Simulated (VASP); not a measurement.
Runs of VASP 6.6.1 on GaAs. The structure is that of space group I-4m2 (No. 119), or close to it. The cells are those of the table. 

| cell | gap on the mesh (eV) | pressure (GPa) |
| --- | --- | --- |
| a = 4.362, b = 4.362, c = 3.562 Å, angles 65.9, 65.9, 48.2°, 2 atoms | none | 0.5 |
| a = 4.248, b = 4.248, c = 3.663 Å, angles 64.5, 64.5, 51.1°, 2 atoms | none | 0.4 |
| a = 4.071, b = 4.071, c = 3.873 Å, angles 61.6, 61.6, 56.8°, 2 atoms | (a) | 0.5 |
| a = 3.917, b = 3.917, c = 4.220 Å, angles 57.4, 57.4, 65.2°, 2 atoms | 0.24 | 0.1 |
| a = 4.452, b = 4.452, c = 3.492 Å, angles 66.9, 66.9, 46.2°, 2 atoms | none | 0.5 |

Alike in all rows: task single point; level r2SCAN; potentials or basis VASP PAW PBE potentials, release 64 (Ga_d, As); no spin polarisation; k mesh 10 × 10 × 10; cutoff (eV) 520; smearing gaussian 0.05 eV.

Q: Fill in the values left out.

A: (a) 0.69.

Caveats: the PAW data sets were made with another functional, which shifts forces and pressure a little; semilocal functionals underestimate gaps, and a narrow one can read as zero (at least some runs); the stress differs along the axes, from -16 to 9 GPa (at least some runs); the stress differs along the axes, from -15 to 8 GPa (at least some runs); the stress differs along the axes, from -4 to 3 GPa (at least some runs); the stress differs along the axes, from -2 to 5 GPa (at least some runs); the stress differs along the axes, from -14 to 8 GPa (at least some runs).

A k mesh can miss the band edges, and the runs leave out spin-orbit coupling on As, Ga.

A gap of «none» marks levels without a gap at the run's occupations.
